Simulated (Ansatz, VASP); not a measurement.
**One calculation of In2GaAs3, two programs**

```
CELL_PARAMETERS angstrom
-2.10146 2.10146 8.93550
2.10146 -2.10146 8.93550
2.10146 2.10146 -8.93550
ATOMIC_POSITIONS crystal
In 0.33713 0.33713 0.00000
In 0.66287 0.66287 0.00000
Ga 0.00000 0.00000 0.00000
As 0.25000 0.75000 0.50000
As 0.57503 0.07503 0.50000
As 0.92497 0.42497 0.50000
```

Alike in both runs: functional PBEsol; k mesh 6 × 6 × 6; occupations gaussian, width 0.1 eV; no spin polarisation.

Ansatz relaxed the structure, and its values are those at the end. VASP's run is a single point on that final structure, the one shown.

```csv
,VASP,Ansatz
version,VASP 6.6.1,Ansatz 0.2.0
potentials or method,"VASP PAW PBE potentials, release 64 (In_d, Ga_d, As), cutoff 520 eV","scalar-relativistic, plane waves, PAW"
valence electrons in the cell,54,84
```

|  | VASP | Ansatz | Ansatz less VASP |
| --- | --- | --- | --- |
| gap on the k mesh at the Fermi level (eV) | none | none | - |
| pressure (GPa) | 0.1 | 0.0 | -0.11 |
| rms of the force components (eV/Å) | 0.004 | 0.004 | -0.0002 |

VASP's potentials were made for PBE, not for PBEsol. A gap of «none» marks a metal or a gap that the smearing closes. With one functional, cell and mesh, what is left measures potentials, basis and numerics. VASP's potentials hold 54 valence electrons a cell and Ansatz's 84, so a difference there can come from the potentials and not from the codes.
